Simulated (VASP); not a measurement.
# Ge2Sb2Te5 (P-3m1) in VASP: notebook

Runs on Ge2Sb2Te5. Level: PBE. Tasks: single point.

Everything below comes from runs of VASP 6.6.1. Logs are shortened: lines on timing, memory, paths and dates and some standing lists are left out, and cuts for length are marked.

### 1 The cell of the first run

It takes space group P-3m1 (No. 164, trigonal). The conventional cell has a = 4.362 Å, b = 4.362 Å, c = 15.438 Å, α = 90.00°, β = 90.00°, γ = 120.00°. Ge (site symmetry 3m) has 6 Te at 2.79 to 3.15 Å within 3.7 Å. Sb (site symmetry 3m) has 6 Te at 2.93 to 3.06 Å within 3.9 Å. Within 4.1 Å of Te (site symmetry -3m) lie 6 Sb at 3.06 Å and 6 Te at 4.09 Å. Te (site symmetry 3m) has 3 Sb at 2.93 Å and 3 Ge at 3.15 Å and 6 Te at 4.00 to 4.09 Å within 4.1 Å. Within 3.8 Å of Te (site symmetry 3m) lie 3 Ge at 2.79 Å and 3 Te at 3.76 Å.

### 2 Single point, PBE (28.27 Å³/atom)

File INCAR:

```
SYSTEM = Ge2Sb2Te5
ALGO     = Normal         ! electronic algorithm
EDIFF    = 1E-7           ! SCF threshold, eV
ENCUT    = 520            ! plane-wave cutoff, eV
GGA      = PE             ! functional
ISIF     = 2              ! what is computed and relaxed
ISMEAR   = 0              ! smearing method
LASPH    = .TRUE.         ! aspherical terms in the spheres
LCHARG   = .FALSE.        ! write CHGCAR
LREAL    = .FALSE.        ! projectors in reciprocal space
LWAVE    = .FALSE.        ! write WAVECAR
NBANDS   = 44             ! bands
NELM     = 100            ! most SCF steps
PREC     = Accurate       ! precision mode
SIGMA    = 0.03           ! smearing width, eV
```

File KPOINTS:

```
k-points
0
G
  12 12 2
  0 0 0
```

File POSCAR:

```
Ge2Sb2Te5
1.0
    4.3623867130      0.0000000000      0.0000000000
   -2.1811933565      3.7779377146      0.0000000000
    0.0000000000      0.0000000000     15.4384865773
Ge Sb Te
2 2 5
Direct
    0.0000000000      0.0000000000      0.3313200918
    0.0000000000      0.0000000000      0.6686799082
    0.3333333333      0.6666666667      0.1120971408
    0.6666666667      0.3333333333      0.8879028592
    0.0000000000      0.0000000000      0.0000000000
    0.3333333333      0.6666666667      0.7914345914
    0.6666666667      0.3333333333      0.2085654086
    0.3333333333      0.6666666667      0.4096023866
    0.6666666667      0.3333333333      0.5903976134
```

Potentials or basis: VASP PAW PBE potentials, release 64 (Ge_d, Sb, Te).

On the command line:

```bash
cat potpaw_PBE.64/Ge_d/POTCAR potpaw_PBE.64/Sb/POTCAR potpaw_PBE.64/Te/POTCAR > POTCAR
mpirun -np 1 vasp_std > vasp.out
```

OUTCAR:

```text
SYSTEM = Ge2Sb2Te5
   EDIFF = 1E-7
   ENCUT = 520
   GGA = PE
   ISIF = 2
   ISMEAR = 0
   LASPH = .TRUE.
   LREAL = .FALSE.
   NELM = 100
   PREC = Accurate

 ion  position               nearest neighbor table
   1  0.000  0.000  0.331-   8 2.79   8 2.79   8 2.79   7 3.15   7 3.15   7 3.15
   2  0.000  0.000  0.669-   9 2.79   9 2.79   9 2.79   6 3.15   6 3.15   6 3.15
   3  0.333  0.667  0.112-   7 2.93   7 2.93   7 2.93   5 3.06   5 3.06   5 3.06
   4  0.667  0.333  0.888-   6 2.93   6 2.93   6 2.93   5 3.06   5 3.06   5 3.06
   5  0.000  0.000  0.000-   3 3.06   4 3.06   4 3.06   3 3.06   4 3.06   3 3.06
   6  0.333  0.667  0.791-   4 2.93   4 2.93   4 2.93   2 3.15   2 3.15   2 3.15
   7  0.667  0.333  0.209-   3 2.93   3 2.93   3 2.93   1 3.15   1 3.15   1 3.15
   8  0.333  0.667  0.410-   1 2.79   1 2.79   1 2.79
   9  0.667  0.333  0.590-   2 2.79   2 2.79   2 2.79

  LATTYP: Found a hexagonal cell.
 ALAT       =     4.3623867130
 C/A-ratio  =     3.5390000000

  Lattice vectors:

 A1 = (   4.3623867130,   0.0000000000,   0.0000000000)
 A2 = (  -2.1811933565,   3.7779377146,   0.0000000000)
 A3 = (   0.0000000000,   0.0000000000,  15.4384865773)

Analysis of symmetry for initial positions (statically):
=====================================================================
 Subroutine PRICEL returns:
 Original cell was already a primitive cell.

 Routine SETGRP: Setting up the symmetry group for a
 hexagonal supercell.

 Subroutine GETGRP returns: Found 12 space group operations
 (whereof 12 operations were pure point group operations)
 out of a pool of 24 trial point group operations.

The static configuration has the point symmetry D_3d.

Analysis of symmetry for dynamics (positions and initial velocities):
=====================================================================
 Subroutine PRICEL returns:
 Original cell was already a primitive cell.

 Routine SETGRP: Setting up the symmetry group for a
 hexagonal supercell.

 Subroutine GETGRP returns: Found 12 space group operations
 (whereof 12 operations were pure point group operations)
 out of a pool of 24 trial point group operations.

The dynamic configuration has the point symmetry D_3d.

 Subroutine INISYM returns: Found 12 space group operations
 (whereof 12 operations are pure point group operations),
 and found     1 'primitive' translations

----------------------------------------------------------------------------------------

                                     Primitive cell

  volume of cell :     254.4390

  direct lattice vectors                    reciprocal lattice vectors
     4.362386713  0.000000000  0.000000000     0.229232314  0.132347338  0.000000000
    -2.181193357  3.777937715  0.000000000     0.000000000  0.264694676  0.000000000
     0.000000000  0.000000000 15.438486577     0.000000000  0.000000000  0.064773188

  length of vectors
     4.362386713  4.362386713 15.438486577     0.264694676  0.264694676  0.064773188

  position of ions in fractional coordinates (direct lattice)
     0.000000000  0.000000000  0.331320092
     0.000000000  0.000000000  0.668679908
     0.333333333  0.666666667  0.112097141
     0.666666667  0.333333333  0.887902859
     0.000000000  0.000000000  0.000000000
     0.333333333  0.666666667  0.791434591
     0.666666667  0.333333333  0.208565409
     0.333333333  0.666666667  0.409602387
     0.666666667  0.333333333  0.590397613

  ion indices of the primitive-cell ions
   primitive index   ion index
                 1           1
                 2           2
                 3           3
                 4           4
                 5           5
                 6           6
                 7           7
                 8           8
                 9           9

----------------------------------------------------------------------------------------

 KPOINTS: k-points

Automatic generation of k-mesh.
 Grid dimensions read from file:
 generate k-points for:   12   12    2

 Generating k-lattice:

  Cartesian coordinates                     Fractional coordinates (reciprocal lattice)
     0.019102693  0.011028945  0.000000000     0.083333333  0.000000000  0.000000000
     0.000000000  0.022057890  0.000000000     0.000000000  0.083333333  0.000000000
     0.000000000  0.000000000  0.032386594     0.000000000  0.000000000  0.500000000

  Length of vectors
     0.022057890  0.022057890  0.032386594

  Shift w.r.t. Gamma in fractional coordinates (k-lattice)
     0.000000000  0.000000000  0.000000000

 Subroutine IBZKPT returns following result:
 ===========================================

 Found     38 irreducible k-points:

 Following reciprocal coordinates:
            Coordinates               Weight
  0.000000  0.000000  0.000000      1.000000
  0.083333  0.000000  0.000000      6.000000
  0.166667 -0.000000  0.000000      6.000000
  0.250000  0.000000  0.000000      6.000000
  0.333333  0.000000  0.000000      6.000000
[... 35 lines left out ...]
   NUPDOWN=      -1.0000    fix difference up-down
   EMIN   =  10.00;   EMAX   =-10.00  energy-range for DOS
   EFERMI =   0.00;   METHOD = LEGACY
   ISMEAR =     0;   SIGMA  =   0.03  broadening in eV -4-tet -1-fermi 0-gaus
   EFERMI_NEDOS =   21; number of points for ismear=-14 and -15
   IALGO  =     38    algorithm
   IMIX   =      4    mixing-type and parameters
     AMIX     =   0.40;   BMIX     =  1.00
     AMIX_MAG =   1.60;   BMIX_MAG =  1.00
  volume/ion in A,a.u.               =      28.27       190.78
  Fermi-wavevector in a.u.,A,eV,Ry     =   1.054508  1.992731 15.129505  1.111987
  Thomas-Fermi vector in A             =   2.189671
   LORBIT       =      0    0 simple, 1 ext, 2 COOP (PROOUT), +10 PAW based schemes
   GGA     = PE    functional components
   LHFCALC =     F    Hartree Fock is set to
   AEXX    =    0.0000 exact exchange contribution
   IVDW    =     0    specifies the selected vdW correction
   LEPSILON=     F    determine dielectric tensor
   LRPA    =     F    only Hartree local field effects (RPA)
 non-spin polarized calculation
 Gauss-broadening in eV      SIGMA  =   0.03
  energy-cutoff  :      520.00
  volume of cell :      254.44
 maximum number of plane-waves:      6882
   NGX = 17   NGY = 17   NGZ = 57

 number of electron      67.9999978 magnetization

 Free energy of the ion-electron system (eV)
  ---------------------------------------------------
  ext. energy  EPLUGINS =         0.00000000
  ---------------------------------------------------
  free energy    TOTEN  =       -32.85686425 eV

  energy without entropy =      -32.85416841  energy(sigma->0) =      -32.85551633

 E-fermi :   6.8893     XC(G=0):  -9.7165

 val. band max:        6.8773504128   @ k =   0.2500   0.1667   0.5000
 cond. band min:       6.9030399843   @ k =   0.0833   0.0000   0.5000
 fundamental gap:      0.0256895715
 Fermi energy:         6.8892724089

 k-point     1 :       0.0000    0.0000    0.0000
  band No.  band energies     occupation
      1     -17.7595      2.00000
      2     -17.7595      2.00000
      3     -17.7595      2.00000
      4     -17.7595      2.00000
      5     -17.7469      2.00000
      6     -17.7469      2.00000
[... 36 lines left out ...]
     43       8.7871      0.00000
     44       9.1088      0.00000

 k-point     2 :       0.0833    0.0000    0.0000
  band No.  band energies     occupation
      1     -17.7597      2.00000
      2     -17.7597      2.00000
      3     -17.7594      2.00000
      4     -17.7594      2.00000
      5     -17.7470      2.00000
      6     -17.7470      2.00000
[... 36 lines left out ...]
     43       9.2744      0.00000
     44       9.5164      0.00000

 k-point     3 :       0.1667   -0.0000    0.0000
  band No.  band energies     occupation
      1     -17.7601      2.00000
      2     -17.7601      2.00000
      3     -17.7591      2.00000
      4     -17.7590      2.00000
      5     -17.7472      2.00000
      6     -17.7471      2.00000
[... 976 lines left out ...]
     43      10.0197      0.00000
     44      10.3181      0.00000

 k-point    24 :       0.3333    0.0000    0.5000
  band No.  band energies     occupation
      1     -17.7613      2.00000
      2     -17.7613      2.00000
      3     -17.7581      2.00000
      4     -17.7581      2.00000
      5     -17.7476      2.00000
      6     -17.7476      2.00000
[... 36 lines left out ...]
     43      10.6876      0.00000
     44      10.7665      0.00000

 [... further k-points ...]

------------------------ aborting loop because EDIFF is reached ----------------------------------------

  FORCE on cell =-STRESS in cart. coord.  units (eV):
  Direction    XX          YY          ZZ          XY          YZ          ZX
  --------------------------------------------------------------------------------------
  -------------------------------------------------------------------------------------
  Total        7.1398399      7.1398399     13.0185397     -0.0000000      0.0000000      0.0000000
  in kB       44.9588691     44.9588691     81.9764624     -0.0000000      0.0000000      0.0000000
  external PRESSURE =      57.2980669 kB  Pullay stress =       0.0000000 kB

 VOLUME and BASIS-vectors are now :
 -----------------------------------------------------------------------------
  energy-cutoff  :      520.00
  volume of cell :      254.44
      direct lattice vectors                 reciprocal lattice vectors
     4.362386713  0.000000000  0.000000000     0.229232314  0.132347338  0.000000000
    -2.181193357  3.777937715  0.000000000     0.000000000  0.264694676  0.000000000
     0.000000000  0.000000000 15.438486577     0.000000000  0.000000000  0.064773188

 POSITION                                       TOTAL-FORCE (eV/Angst)
 -----------------------------------------------------------------------------------
      0.00000      0.00000      5.11508        -0.000000     -0.000000     -0.408066
      0.00000      0.00000     10.32341         0.000000      0.000000      0.408066
     -0.00000      2.51863      1.73061        -0.000000     -0.000000     -0.264947
      2.18119      1.25931     13.70788         0.000000      0.000000      0.264947
      0.00000      0.00000      0.00000         0.000000      0.000000      0.000000
     -0.00000      2.51863     12.21855         0.000000     -0.000000     -0.832759
      2.18119      1.25931      3.21993         0.000000      0.000000      0.832759
     -0.00000      2.51863      6.32364         0.000000      0.000000      0.893370
      2.18119      1.25931      9.11485         0.000000     -0.000000     -0.893370
 -----------------------------------------------------------------------------------
    total drift:                               -0.000000     -0.000000      0.000000

  FREE ENERGIE OF THE ION-ELECTRON SYSTEM (eV)
  ---------------------------------------------------
  free  energy   TOTEN  =       -32.8568642486 eV

  energy  without entropy=      -32.8541684120  energy(sigma->0) =      -32.85551633
```

It took 8.1 min on 1 thread of Intel Xeon 6975P-C (Granite Rapids), shared host; peak memory 0.58 GiB.

Results:

```yaml
Free_energy: -32.8569 eV
Pressure: 5.7 GPa
Largest_force: 0.893 eV/Å
Band_gap_on_the_k_mesh: zero (bands 34 and 35 overlap by 0.35 eV)
```

Forces on the atoms (eV/Å):
```
Ge   0.000  0.000 -0.408
Ge   0.000  0.000  0.408
Sb   0.000  0.000 -0.265
Sb   0.000  0.000  0.265
Te   0.000  0.000  0.000
Te   0.000  0.000 -0.833
Te   0.000  0.000  0.833
Te   0.000  0.000  0.893
Te   0.000  0.000 -0.893
```

Stress tensor (GPa, compression positive):
```
4.50 0.00 0.00
0.00 4.50 0.00
0.00 0.00 8.20
```

Caveat: the cell stands under pressure; spin-orbit coupling is left out, which moves the levels of the heavy elements.

### 3 Single point, PBE (28.27 Å³/atom)

Changes to INCAR since step 2:

```diff
@@ -8,4 +8,6 @@
 LASPH    = .TRUE.         ! aspherical terms in the spheres
-LCHARG   = .FALSE.        ! write CHGCAR
+LCHARG   = .TRUE.         ! write CHGCAR
+LELF     = .TRUE.         ! ELF
 LREAL    = .FALSE.        ! projectors in reciprocal space
+LVHAR    = .TRUE.       
 LWAVE    = .FALSE.        ! write WAVECAR
```

KPOINTS is that of step 2.

Changes to POSCAR since step 2:

```diff
@@ -2,5 +2,5 @@
 1.0
-    4.3623867130      0.0000000000      0.0000000000
-   -2.1811933565      3.7779377146      0.0000000000
-    0.0000000000      0.0000000000     15.4384865773
+    3.8639810239      0.0000000000      0.0000000000
+   -1.9319905119      3.3463057265      0.0000000000
+    0.0000000000      0.0000000000     19.6780961606
 Ge Sb Te
```

Potentials or basis: VASP PAW PBE potentials, release 64 (Ge_d, Sb, Te).

On the command line:

```bash
cat potpaw_PBE.64/Ge_d/POTCAR potpaw_PBE.64/Sb/POTCAR potpaw_PBE.64/Te/POTCAR > POTCAR
mpirun -np 1 vasp_std > vasp.out
```

Run time: 7.1 min. Hardware: 1 thread of Intel Xeon 6975P-C (Granite Rapids), shared host; peak memory 0.6 GiB.

The run converged. Its results:

```
Free energy            : -32.7164 eV
Pressure               : 6.0 GPa
Largest force          : 0.536 eV/Å
Band gap on the k mesh : zero (bands 34 and 35 overlap by 1.37 eV)
```

Forces on the atoms (eV/Å):
```
Ge   0.000  0.000 -0.352
Ge   0.000  0.000  0.352
Sb   0.000  0.000 -0.475
Sb   0.000  0.000  0.475
Te   0.000  0.000  0.000
Te   0.000  0.000 -0.536
Te   0.000  0.000  0.536
Te   0.000  0.000  0.400
Te   0.000  0.000 -0.400
```

Stress tensor (GPa, compression positive):
```
7.57 0.00 0.00
0.00 7.57 0.00
0.00 0.00 2.85
```

Levels at points of the mesh, in eV from the Fermi level:
```
           k point  band 30  band 31  band 32  band 33  band 34  band 35  band 36  band 37  band 38  band 39
(0.00, 0.00, 0.00)    -0.52    -0.42    -0.22    -0.22     1.03     1.38     1.38     1.50     2.06     2.06
(0.50, 0.00, 0.00)    -2.48    -2.21    -1.55    -1.16    -1.08    -0.33     0.76     1.21     1.59     1.79
(0.00, 0.00, 0.50)    -0.75    -0.22    -0.22     0.52     0.56     1.38     1.38     1.57     2.03     2.03
(0.50, 0.00, 0.50)    -2.34    -2.30    -2.12    -1.15    -0.71    -0.12     0.55     1.17     1.19     1.77
```

Caveat: the cell stands under pressure; spin-orbit coupling is left out, which moves the levels of the heavy elements; this functional lacks dispersion, which binds the layers, so the pressure and a relaxed spacing across them are unreliable.

### 4 Single point, PBE (36.71 Å³/atom)

This run uses another cell than the first one, of 36.71 Å³/atom.

File INCAR:

```
SYSTEM = Ge2Sb2Te5
PREC     = Accurate       ! precision mode
ENCUT    = 520            ! plane-wave cutoff, eV
EDIFF    = 1E-7           ! SCF threshold, eV
ISMEAR   = 0              ! smearing method
SIGMA    = 0.03           ! smearing width, eV
LREAL    = .False.        ! projectors in reciprocal space
LASPH    = .True.         ! aspherical terms in the spheres
NELM     = 60             ! most SCF steps
ALGO     = Normal         ! electronic algorithm
ISIF     = 2              ! what is computed and relaxed
LWAVE    = .False.        ! write WAVECAR
LCHARG   = .True.         ! write CHGCAR
GGA      = PE             ! functional
LELF     = .True.         ! ELF
LVHAR    = .True.       
NBANDS   = 44             ! bands
```

File KPOINTS:

```
Automatic mesh
0
Gamma
  12 12 2
  0 0 0
```

Changes to POSCAR since step 3:

```diff
@@ -2,5 +2,5 @@
 1.0
-    3.8639810239      0.0000000000      0.0000000000
-   -1.9319905119      3.3463057265      0.0000000000
-    0.0000000000      0.0000000000     19.6780961606
+    4.5706192290      0.0000000000      0.0000000000
+   -2.2853096145      3.9582723634      0.0000000000
+    0.0000000000      0.0000000000     18.2619091294
 Ge Sb Te
```

On the command line:

```bash
cat potpaw_PBE.64/Ge_d/POTCAR potpaw_PBE.64/Sb/POTCAR potpaw_PBE.64/Te/POTCAR > POTCAR
mpirun -np 1 vasp_std > vasp.out
```

Wall time 21 min (1 thread of Intel Xeon 8259CL, shared host); peak memory 0.78 GiB.

The run converged. Its results:

- Free energy: -32.9599 eV
- Pressure: -5.0 GPa
- Largest force: 0.581 eV/Å
- Band gap on the k mesh: 0.10 eV

Forces on the atoms (eV/Å):
```
Ge   0.000  0.000  0.434
Ge   0.000  0.000 -0.434
Sb   0.000  0.000  0.225
Sb   0.000  0.000 -0.225
Te   0.000  0.000  0.000
Te   0.000  0.000  0.581
Te   0.000  0.000 -0.581
Te   0.000  0.000 -0.499
Te   0.000  0.000  0.499
```

Stress tensor (GPa, compression positive):
```
-5.62  0.00  0.00
 0.00 -5.62  0.00
 0.00  0.00 -3.65
```

Levels at points of the mesh, in eV from the valence-band top:
```
           k point  band 30  band 31  band 32  band 33  band 34  band 35  band 36  band 37  band 38  band 39
(0.00, 0.00, 0.00)    -1.20    -1.20    -1.07    -1.07    -0.30     0.19     0.19     0.27     0.82     1.04
(0.50, 0.00, 0.00)    -1.80    -1.36    -1.30    -0.93    -0.86     0.47     0.79     0.91     1.41     1.90
(0.00, 0.00, 0.50)    -1.17    -1.17    -1.10    -1.10    -0.30     0.20     0.20     0.27     0.82     1.01
(0.50, 0.00, 0.50)    -1.84    -1.57    -1.34    -1.28    -0.47     0.19     0.73     1.20     1.60     2.02
```

Caveat: the cell stands under tension; spin-orbit coupling is left out, which moves the levels of the heavy elements; this functional lacks dispersion, which binds the layers, so the pressure and a relaxed spacing across them are unreliable. A k mesh can miss the band edges.

### 5 The runs side by side

| cell | gap on the mesh (eV) | pressure (GPa) | largest force (eV/Å) |
| --- | --- | --- | --- |
| a = 4.362, b = 4.362, c = 15.438 Å, angles 90.0, 90.0, 120.0°, 9 atoms | none | 5.7 | 0.89 |
| a = 3.864, b = 3.864, c = 19.678 Å, angles 90.0, 90.0, 120.0°, 9 atoms | none | 6.0 | 0.54 |
| a = 4.571, b = 4.571, c = 18.262 Å, angles 90.0, 90.0, 120.0°, 9 atoms | 0.10 | -5.0 | 0.58 |

Alike in all rows: task single point; level PBE; potentials or basis VASP PAW PBE potentials, release 64 (Ge_d, Sb, Te); no spin polarisation; k mesh 12 × 12 × 2; cutoff (eV) 520; smearing gaussian 0.03 eV.

Caveats: spin-orbit coupling is left out, which moves the levels of the heavy elements; the cell stands under pressure (at least some runs); this functional lacks dispersion, which binds the layers, so the pressure and a relaxed spacing across them are unreliable (at least some runs); the cell stands under tension (at least some runs).

Total energies depend on the potentials used, so only differences within one code and one set of settings carry meaning.
